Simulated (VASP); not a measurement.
A run of VASP 6.6.1 is set up as follows.

Contents of INCAR:

```
SYSTEM = LiSi16
ALGO     = Normal         ! electronic algorithm
EDIFF    = 1E-6           ! SCF threshold, eV
ENCUT    = 520            ! plane-wave cutoff, eV
GGA      = PE             ! functional
ISIF     = 2              ! what is computed and relaxed
ISMEAR   = 0              ! smearing method
LASPH    = .True.         ! aspherical terms in the spheres
LCHARG   = .True.         ! write CHGCAR
LELF     = .True.         ! ELF
LREAL    = Auto         
LVHAR    = .True.       
LWAVE    = .False.        ! write WAVECAR
NBANDS   = 48             ! bands
NELECT   = 66.0         
NELM     = 60             ! most SCF steps
PREC     = Accurate       ! precision mode
SIGMA    = 0.02           ! smearing width, eV
```

The input KPOINTS:

```
k-points
0
Gamma
  2 2 2
  0 0 0
```

File POSCAR:

```
LiSi16
1.0
    0.0000000000      5.4300000000      5.4300000000
    5.4300000000      0.0000000000      5.4300000000
    5.4300000000      5.4300000000      0.0000000000
Si Li
16 1
Direct
    0.0023665746      0.0027277164     -0.0083420810
    0.1272612339      0.1276255064      0.1143886740
    0.0051125230      0.0054740331      0.4881790055
    0.1265282689      0.1269196133      0.6191008287
    0.0056860037      0.5014937385     -0.0091758748
    0.1272637201      0.6302036832      0.1144051565
    0.0051082873      0.5007112339      0.4881992634
    0.1357539595      0.6259983425      0.6117392265
    0.5011308471      0.0060774401     -0.0091999079
    0.6298393186      0.1276209024      0.1144190608
    0.5003245856      0.0054741252      0.4882155617
    0.6256403315      0.1361215470      0.6117165746
    0.5011355433      0.5014937385     -0.0092318600
    0.6265926335      0.6269854512      0.1189139963
    0.5038946593      0.5042635359      0.4870524862
    0.6256481584      0.6260190608      0.6116883057
    0.7542747698      0.7546418048      0.7359309392
```

Potentials or basis: VASP PAW PBE potentials, release 64 (Si, Li_sv).

The run is started by

```bash
$ cat potpaw_PBE.64/Si/POTCAR potpaw_PBE.64/Li_sv/POTCAR > POTCAR
$ mpirun -np 1 vasp_std > vasp.out
```

(1) What does it give for the largest force?

## Answers

(1) 0.030 eV/Å.

Caveat: the k points lie up to 0.50 Å⁻¹ apart; the cell carries a net charge on a neutralising background, which shifts energy and pressure.
